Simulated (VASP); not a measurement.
Sn: relaxation of cell and atoms with PBE+D3(BJ)

Sn:

```
Sn
1.0
     0.00000    3.32732    3.32732
     3.32732    0.00000    3.32732
     3.32732    3.32732    0.00000
Sn
2
Direct
  0.00000 0.00000 0.00000
  0.25000 0.25000 0.25000
```

This isn't the form of Sn at room conditions, which is tetragonal (white tin).

```
Program                : VASP 6.6.1
Task                   : relaxation of cell and atoms
Functional             : PBE
Dispersion             : D3(BJ)
Potentials or basis    : VASP PAW PBE potentials, release 64 (Sn_d)
Cutoff                 : 600 eV
k mesh                 : 12 × 12 × 12
Occupations            : gaussian, width 0.1 eV
Spin                   : no spin polarisation
Dipole correction      : no
Further INCAR settings : ALGO = Fast; EDIFF = 1e-06; IBRION = 2; EDIFFG = -0.005; NSW = 70; ISIF = 3
```

The relaxed volume is 35.50 Å³/atom and the relaxed cell is a = 4.648 Å, b = 4.648 Å, c = 4.648 Å, α = 60.00°, β = 60.00°, γ = 60.00°. The space group after relaxing (to 0.1 Å) is Fd-3m (No. 227) and the energy gained by relaxing is 5.8 meV/atom. The ionic steps are 5, the pressure after relaxing is 0.0 GPa and the band gap on the k mesh is zero (bands 14 and 15 overlap by 0.17 eV). The dispersion energy per atom is -0.295 eV.

The path:
| step | energy change (eV) | largest force (eV/Å) | pressure (GPa) | volume (Å³) |
| --- | --- | --- | --- | --- |
| 1 | 0.0000 | 0.0000 | -1.30 | 73.67 |
| 2 | -0.0112 | 0.0000 | 0.23 | 70.53 |
| 3 | -0.0115 | 0.0000 | 0.03 | 70.95 |
| 4 | -0.0115 | 0.0000 | -0.08 | 71.02 |
| 5 | -0.0115 | 0.0000 | 0.02 | 71.00 |

Final structure:
```
CELL_PARAMETERS angstrom
0.00000 3.28663 3.28663
3.28663 0.00000 3.28663
3.28663 3.28663 0.00000
ATOMIC_POSITIONS crystal
Sn 0.00000 0.00000 0.00000
Sn 0.25000 0.25000 0.25000
```

Levels at points of the mesh, in eV from the Fermi level:
```tsv
k point	band 11	band 12	band 13	band 14	band 15	band 16	band 17	band 18
(0.00, 0.00, 0.00)	-10.35	-0.89	0.09	0.09	0.09	2.16	2.16	2.16
(0.50, 0.00, 0.00)	-8.80	-6.15	-1.05	-1.05	-0.07	3.22	3.22	5.68
(0.50, 0.50, 0.00)	-7.38	-7.38	-2.33	-2.33	0.87	0.87	7.49	7.49
```

Wall time 5.1 min on 1 thread of Intel(R) Xeon(R) Platinum 8259CL CPU @ 2.50GHz (Skylake/Cascade Lake), with other jobs on the host, peak memory 0.31 GiB.

Caveat: spin-orbit coupling is left out, which moves the levels of the heavy elements.
